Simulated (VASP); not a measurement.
# LiAlF4 (P4/mmm) in VASP: further runs

Runs on LiAlF4. Level: PBE. Tasks: single point, relaxation of cell and atoms.

Everything below comes from runs of VASP 6.6.1. Logs are shortened: lines on timing, memory, paths and dates and some standing lists are left out, and cuts for length are marked.

## 1. The cell of the first run

Symmetry: P4/mmm, No. 123, tetragonal system. Conventional cell: a = 3.600 Å, b = 3.600 Å, c = 6.137 Å, α = 90.00°, β = 90.00°, γ = 90.00°. Within 3.7 Å of Li (site symmetry 4/mmm) lie 16 F at 2.84 to 3.56 Å and 4 Li at 3.60 Å. Within 2.4 Å of Al (site symmetry 4/mmm) lie 6 F at 1.80 Å. F (site symmetry mmm) has 2 Al at 1.80 Å within 2.4 Å. Within 2.4 Å of F (site symmetry 4mm) lie 1 Al at 1.80 Å.

## 2. Single point, PBE

INCAR

```
PREC = Accurate
ENCUT = 520
EDIFF = 1E-7
ISMEAR = 0
SIGMA = 0.02
LREAL = False
LASPH = True
NELM = 100
ALGO = Normal
ISIF = 2
LWAVE = False
LCHARG = True
GGA = PE
LELF = True
LVHAR = True
NBANDS = 26
```

KPOINTS

```
regular mesh
0
Gamma
  6 6 4
```

POSCAR

```
LiAlF4
1.0
    3.6003799782      0.0000000000      0.0000000000
    0.0000000000      3.6003799782      0.0000000000
    0.0000000000      0.0000000000      6.1366408874
Li Al F
1 1 4
Direct
    0.5000000000      0.5000000000      0.5000000000
    0.0000000000      0.0000000000      0.0000000000
    0.5000000000      0.0000000000      0.0000000000
    0.0000000000      0.5000000000      0.0000000000
    0.0000000000      0.0000000000      0.2941183511
    0.0000000000      0.0000000000      0.7058816489
```

Potentials or basis: VASP PAW PBE potentials, release 64 (Li_sv, Al, F).

The run is started by

```bash
cat potpaw_PBE.64/Li_sv/POTCAR potpaw_PBE.64/Al/POTCAR potpaw_PBE.64/F/POTCAR > POTCAR
mpirun -np 1 vasp_std > vasp.out
```

OUTCAR:

```text
PREC = Accurate
   ENCUT = 520
   EDIFF = 1E-7
   ISMEAR = 0
   LREAL = False
   LASPH = True
   NELM = 100
   ISIF = 2
   GGA = PE

 ion  position               nearest neighbor table
   1  0.500  0.500  0.500-
   2  0.000  0.000  0.000-   3 1.80   4 1.80   4 1.80   3 1.80   5 1.80   6 1.80
   3  0.500  0.000  0.000-   2 1.80   2 1.80
   4  0.000  0.500  0.000-   2 1.80   2 1.80
   5  0.000  0.000  0.294-   2 1.80
   6  0.000  0.000  0.706-   2 1.80

  LATTYP: Found a simple tetragonal cell.
 ALAT       =     3.6003799782
 C/A-ratio  =     1.7044425657

  Lattice vectors:

 A1 = (   3.6003799782,   0.0000000000,   0.0000000000)
 A2 = (   0.0000000000,   3.6003799782,   0.0000000000)
 A3 = (   0.0000000000,   0.0000000000,   6.1366408874)

Analysis of symmetry for initial positions (statically):
=====================================================================
 Subroutine PRICEL returns:
 Original cell was already a primitive cell.

 Routine SETGRP: Setting up the symmetry group for a
 simple tetragonal supercell.

 Subroutine GETGRP returns: Found 16 space group operations
 (whereof 16 operations were pure point group operations)
 out of a pool of 16 trial point group operations.

The static configuration has the point symmetry D_4h.

Analysis of symmetry for dynamics (positions and initial velocities):
=====================================================================
 Subroutine PRICEL returns:
 Original cell was already a primitive cell.

 Routine SETGRP: Setting up the symmetry group for a
 simple tetragonal supercell.

 Subroutine GETGRP returns: Found 16 space group operations
 (whereof 16 operations were pure point group operations)
 out of a pool of 16 trial point group operations.

The dynamic configuration has the point symmetry D_4h.

 Subroutine INISYM returns: Found 16 space group operations
 (whereof 16 operations are pure point group operations),
 and found     1 'primitive' translations

----------------------------------------------------------------------------------------

                                     Primitive cell

  volume of cell :      79.5477

  direct lattice vectors                    reciprocal lattice vectors
     3.600379978  0.000000000  0.000000000     0.277748462  0.000000000  0.000000000
     0.000000000  3.600379978  0.000000000     0.000000000  0.277748462  0.000000000
     0.000000000  0.000000000  6.136640887     0.000000000  0.000000000  0.162955600

  length of vectors
     3.600379978  3.600379978  6.136640887     0.277748462  0.277748462  0.162955600

  position of ions in fractional coordinates (direct lattice)
     0.500000000  0.500000000  0.500000000
     0.000000000  0.000000000  0.000000000
     0.500000000  0.000000000  0.000000000
     0.000000000  0.500000000  0.000000000
     0.000000000  0.000000000  0.294118351
     0.000000000  0.000000000  0.705881649

  ion indices of the primitive-cell ions
   primitive index   ion index
                 1           1
                 2           2
                 3           3
                 4           4
                 5           5
                 6           6

----------------------------------------------------------------------------------------

 KPOINTS: regular mesh

Automatic generation of k-mesh.
 Grid dimensions read from file:
 generate k-points for:    6    6    4

 Generating k-lattice:

  Cartesian coordinates                     Fractional coordinates (reciprocal lattice)
     0.046291410  0.000000000  0.000000000     0.166666667  0.000000000  0.000000000
     0.000000000  0.046291410  0.000000000     0.000000000  0.166666667  0.000000000
     0.000000000  0.000000000  0.040738900     0.000000000  0.000000000  0.250000000

  Length of vectors
     0.046291410  0.046291410  0.040738900

  Shift w.r.t. Gamma in fractional coordinates (k-lattice)
     0.000000000  0.000000000  0.000000000

 Subroutine IBZKPT returns following result:
 ===========================================

 Found     30 irreducible k-points:

 Following reciprocal coordinates:
            Coordinates               Weight
  0.000000  0.000000  0.000000      1.000000
  0.166667  0.000000  0.000000      4.000000
  0.333333  0.000000  0.000000      4.000000
  0.500000  0.000000  0.000000      2.000000
  0.166667  0.166667  0.000000      4.000000
  0.333333  0.166667  0.000000      8.000000
[... 16 lines left out ...]
  0.333333  0.000000  0.500000      4.000000
  0.500000  0.000000  0.500000      2.000000
 [... further k-points ...]
   k-points           NKPTS =     30   k-points in BZ     NKDIM =     30   number of bands    NBANDS=     26
   number of dos      NEDOS =    301   number of ions     NIONS =      6
   total plane-waves  NPLWV =  37632
   dimension x,y,z NGX =    28 NGY =   28 NGZ =   48
   dimension x,y,z NGXF=    56 NGYF=   56 NGZF=   96
   ions per type =               1   1   4
   NGX,Y,Z   is equivalent  to a cutoff of  12.93, 12.93, 13.00 a.u.
   NGXF,Y,Z  is equivalent  to a cutoff of  25.86, 25.86, 26.01 a.u.
 SYSTEM =  unknown system
   PREC   = accura    normal or accurate (medium, high low for compatibility)
   ISTART =      0    job   : 0-new  1-cont  2-samecut
   ICHARG =      2    charge: 1-file 2-atom 10-const
   ISPIN  =      1    spin polarized calculation?
   LNONCOLLINEAR =      F non collinear calculations
   LSORBIT =      F    spin-orbit coupling
   LASPH  =      T    aspherical Exc in radial PAW
   ENCUT  =  520.0 eV  38.22 Ry    6.18 a.u.   6.69  6.69 11.41*2*pi/ulx,y,z
   NELM   =    100;   NELMIN=  2; NELMDL= -5     # of ELM steps
   EDIFF  = 0.1E-06   stopping-criterion for ELM
   LREAL  =      F    real-space projection
   EDIFFG = 0.1E-05   stopping-criterion for IOM
   NSW    =      0    number of steps for IOM
   IBRION =     -1    ionic relax: 0-MD 1-quasi-New 2-CG
   NFREE  =      0    steps in history (QN), initial steepest desc. (CG)
   ISIF   =      2    stress and relaxation
   ISYM   =      2    0-nonsym 1-usesym 2-fastsym
   POTIM  = 0.5000    time-step for ionic-motion
   TEBEG  =    0.0;   TEEND  =   0.0 temperature during run
   PSTRESS=    0.0 pullay stress
   NELECT =      34.0000    total number of electrons
   NUPDOWN=      -1.0000    fix difference up-down
   EMIN   =  10.00;   EMAX   =-10.00  energy-range for DOS
   EFERMI =   0.00;   METHOD = LEGACY
   ISMEAR =     0;   SIGMA  =   0.02  broadening in eV -4-tet -1-fermi 0-gaus
   EFERMI_NEDOS =   21; number of points for ismear=-14 and -15
   IALGO  =     38    algorithm
   IMIX   =      4    mixing-type and parameters
     AMIX     =   0.40;   BMIX     =  1.00
     AMIX_MAG =   1.60;   BMIX_MAG =  1.00
  volume/ion in A,a.u.               =      13.26        89.47
  Fermi-wavevector in a.u.,A,eV,Ry     =   1.233177  2.330366 20.690720  1.520725
  Thomas-Fermi vector in A             =   2.367917
   LORBIT       =      0    0 simple, 1 ext, 2 COOP (PROOUT), +10 PAW based schemes
   GGA     = PE    functional components
   LHFCALC =     F    Hartree Fock is set to
   AEXX    =    0.0000 exact exchange contribution
   IVDW    =     0    specifies the selected vdW correction
   LEPSILON=     F    determine dielectric tensor
   LRPA    =     F    only Hartree local field effects (RPA)
 non-spin polarized calculation
 Gauss-broadening in eV      SIGMA  =   0.02
  energy-cutoff  :      520.00
  volume of cell :       79.55
 maximum number of plane-waves:      2166
 NGX is ok and might be reduce to    28
   NGX = 13   NGY = 13   NGZ = 23

 number of electron      34.0000040 magnetization

 Free energy of the ion-electron system (eV)
  ---------------------------------------------------
  ext. energy  EPLUGINS =         0.00000000
  ---------------------------------------------------
  free energy    TOTEN  =       -31.57382785 eV

  energy without entropy =      -31.57382785  energy(sigma->0) =      -31.57382785

 E-fermi :  -1.4637     XC(G=0):  -8.2495

 val. band max:       -1.6750018690   @ k =   0.5000   0.5000   0.0000
 cond. band min:       4.0319107051   @ k =   0.0000   0.0000   0.0000
 fundamental gap:      5.7069125741
 Fermi energy:        -1.4636900048

 k-point     1 :       0.0000    0.0000    0.0000
  band No.  band energies     occupation
      1     -46.1264      2.00000
      2     -23.6027      2.00000
      3     -22.4011      2.00000
      4     -21.2569      2.00000
      5     -21.1841      2.00000
      6      -6.5352      2.00000
[... 18 lines left out ...]
     25      15.5144      0.00000
     26      15.5178      0.00000

 k-point     2 :       0.1667    0.0000    0.0000
  band No.  band energies     occupation
      1     -46.1263      2.00000
      2     -23.5156      2.00000
      3     -22.4663      2.00000
      4     -21.2656      2.00000
      5     -21.1767      2.00000
      6      -6.6199      2.00000
[... 18 lines left out ...]
     25      14.4705      0.00000
     26      15.6993      0.00000

 k-point     3 :       0.3333    0.0000    0.0000
  band No.  band energies     occupation
      1     -46.1260      2.00000
      2     -23.2839      2.00000
      3     -22.6554      2.00000
      4     -21.2810      2.00000
      5     -21.1619      2.00000
      6      -6.7551      2.00000
[... 18 lines left out ...]
     25      15.2740      0.00000
     26      16.0670      0.00000

 k-point     4 :       0.5000    0.0000    0.0000
  band No.  band energies     occupation
      1     -46.1258      2.00000
      2     -23.0465      2.00000
      3     -22.8720      2.00000
      4     -21.2877      2.00000
      5     -21.1543      2.00000
      6      -6.8084      2.00000
[... 18 lines left out ...]
     25      16.0941      0.00000
     26      16.4630      0.00000
[... 496 lines left out ...]
      1     -46.1263      2.00000
      2     -23.5084      2.00000
      3     -22.4663      2.00000
      4     -21.3724      2.00000
      5     -21.0772      2.00000
      6      -6.5790      2.00000
[... 18 lines left out ...]
     25      14.7227      0.00000
     26      14.9296      0.00000

 k-point    23 :       0.3333    0.0000    0.5000
  band No.  band energies     occupation
      1     -46.1260      2.00000
      2     -23.2772      2.00000
      3     -22.6546      2.00000
      4     -21.3560      2.00000
      5     -21.0951      2.00000
      6      -6.6605      2.00000
[... 18 lines left out ...]
     25      14.5915      0.00000
     26      14.8153      0.00000

 k-point    24 :       0.5000    0.0000    0.5000
  band No.  band energies     occupation
      1     -46.1258      2.00000
      2     -23.0390      2.00000
      3     -22.8720      2.00000
      4     -21.3478      2.00000
      5     -21.1036      2.00000
      6      -6.6923      2.00000
[... 18 lines left out ...]
     25      13.5458      0.00000
     26      14.6852      0.00000

 [... further k-points ...]

------------------------ aborting loop because EDIFF is reached ----------------------------------------

  FORCE on cell =-STRESS in cart. coord.  units (eV):
  Direction    XX          YY          ZZ          XY          YZ          ZX
  --------------------------------------------------------------------------------------
  -------------------------------------------------------------------------------------
  Total       -0.1212070     -0.1212070      0.0205101      0.0000000      0.0000000      0.0000000
  in kB       -2.4412425     -2.4412425      0.4130962      0.0000000      0.0000000      0.0000000
  external PRESSURE =      -1.4897963 kB  Pullay stress =       0.0000000 kB

 VOLUME and BASIS-vectors are now :
 -----------------------------------------------------------------------------
  energy-cutoff  :      520.00
  volume of cell :       79.55
      direct lattice vectors                 reciprocal lattice vectors
     3.600379978  0.000000000  0.000000000     0.277748462  0.000000000  0.000000000
     0.000000000  3.600379978  0.000000000     0.000000000  0.277748462  0.000000000
     0.000000000  0.000000000  6.136640887     0.000000000  0.000000000  0.162955600

 POSITION                                       TOTAL-FORCE (eV/Angst)
 -----------------------------------------------------------------------------------
      1.80019      1.80019      3.06832         0.000000      0.000000     -0.000000
      0.00000      0.00000      0.00000         0.000000      0.000000     -0.000000
      1.80019      0.00000      0.00000         0.000000      0.000000     -0.000000
      0.00000      1.80019      0.00000         0.000000      0.000000     -0.000000
      0.00000      0.00000      1.80490         0.000000      0.000000      0.040447
      0.00000      0.00000      4.33174        -0.000000      0.000000     -0.040447
 -----------------------------------------------------------------------------------
    total drift:                               -0.000000      0.000000     -0.000000

  FREE ENERGIE OF THE ION-ELECTRON SYSTEM (eV)
  ---------------------------------------------------
  free  energy   TOTEN  =       -31.5738278498 eV

  energy  without entropy=      -31.5738278498  energy(sigma->0) =      -31.57382785
```

Wall time 47 s (1 thread of Intel Xeon Platinum 8488C (Sapphire Rapids), shared host); peak memory 0.2 GiB.

Results:

| Property | Result |
| --- | --- |
| Free energy | -31.5738 eV |
| Largest force | 0.040 eV/Å |
| Band gap on the k mesh | 5.71 eV (least direct gap 6.12 eV) |

Forces in eV/Å, atoms in the order of the input:
```
Li   0.000  0.000  0.000
Al   0.000  0.000  0.000
F    0.000  0.000  0.000
F    0.000  0.000  0.000
F    0.000  0.000  0.040
F    0.000  0.000 -0.040
```

Caveat: the cutoff is under 1.25 times the usual one of these potentials, so pressure, stress and relaxed cells hold a basis-set (Pulay) error.

## 3. Single point, PBE

INCAR

```
PREC = Accurate ; ENCUT = 520
EDIFF = 1E-6 ; ISMEAR = 0
SIGMA = 0.01 ; LREAL = False
LASPH = True ; NELM = 80
ALGO = Normal ; ISIF = 2
LWAVE = False ; LCHARG = True
GGA = PE ; LELF = True
LVHAR = True ; NBANDS = 26
```

KPOINTS is that of step 2.

POSCAR is that of step 2.

Potentials or basis: VASP PAW PBE potentials, release 64 (Li_sv, Al, F).

The run is started by

```bash
cat potpaw_PBE.64/Li_sv/POTCAR potpaw_PBE.64/Al/POTCAR potpaw_PBE.64/F/POTCAR > POTCAR
mpirun -np 1 vasp_std > vasp.out
```

Wall time 42 s (1 thread of Intel Xeon Platinum 8488C (Sapphire Rapids), shared host); peak memory 0.2 GiB.

It converged, with:

| Property | Result |
| --- | --- |
| Free energy | -31.5738 eV |
| Largest force | 0.041 eV/Å |
| Band gap on the k mesh | 5.71 eV (least direct gap 6.12 eV) |

Forces on the atoms (eV/Å):
```
Li   0.000  0.000  0.000
Al   0.000  0.000  0.000
F    0.000  0.000  0.000
F    0.000  0.000  0.000
F    0.000  0.000  0.041
F    0.000  0.000 -0.041
```

Levels at points of the mesh, in eV from the valence-band top:
| k point | band 14 | band 15 | band 16 | band 17 | band 18 | band 19 | band 20 | band 21 |
| --- | --- | --- | --- | --- | --- | --- | --- | --- |
| (0.00, 0.00, 0.00) | -0.56 | -0.51 | -0.51 | -0.41 | 5.71 | 8.97 | 10.51 | 13.33 |
| (0.50, 0.00, 0.00) | -0.57 | -0.51 | -0.45 | -0.04 | 8.16 | 8.71 | 10.43 | 12.72 |
| (0.50, 0.50, 0.00) | -1.18 | -0.46 | 0.00 | 0.00 | 9.67 | 9.67 | 9.91 | 10.10 |
| (0.00, 0.00, 0.50) | -0.81 | -0.81 | -0.26 | -0.26 | 6.58 | 7.42 | 11.36 | 13.30 |
| (0.50, 0.00, 0.50) | -0.75 | -0.73 | -0.34 | -0.23 | 8.49 | 8.83 | 9.95 | 11.81 |
| (0.50, 0.50, 0.50) | -0.72 | -0.46 | -0.30 | -0.30 | 9.60 | 9.71 | 9.71 | 10.48 |

Caveat: the cutoff is under 1.25 times the usual one of these potentials, so pressure, stress and relaxed cells hold a basis-set (Pulay) error.

[end of part 1 of 2]
